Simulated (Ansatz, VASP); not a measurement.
## HfB2 in VASP and in Ansatz

```
Hf B
1.0
     3.13268    0.00000    0.00000
    -1.56634    2.71298    0.00000
     0.00000    0.00000    3.47921
Hf B
1 2
Cartesian
  0.0000 0.0000 0.0000
  0.0000 1.8087 1.7396
  1.5663 0.9043 1.7396
```

Alike in both runs: task relaxation of cell and atoms; functional PBEsol; k mesh 15 × 15 × 12; occupations gaussian, width 0.1 eV; no spin polarisation.

```csv
,VASP,Ansatz
version,VASP 6.6.1,Ansatz 0.2.0
potentials or method,"VASP PAW PBE potentials, release 64 (Hf_pv, B), cutoff 600 eV","scalar-relativistic, plane waves, PAW"
valence electrons in the cell,16,32
```

```tsv
	VASP	Ansatz	Ansatz less VASP
gap on the k mesh at the Fermi level, each at its own relaxed structure (eV)	none	none	-
relaxed volume (Å³/atom)	9.73	9.73	+0.002
relaxed cell length with the largest relative difference (Å)	3.449	3.447	-0.0014
```

VASP's potentials were made for PBE, not for PBEsol, and Ansatz warns of the same on its side. A gap of «none» marks a metal or a gap that the smearing closes. VASP's potentials hold 16 valence electrons a cell and Ansatz's 32, so a difference there can come from the potentials and not from the codes.

Spin-orbit coupling is off throughout.
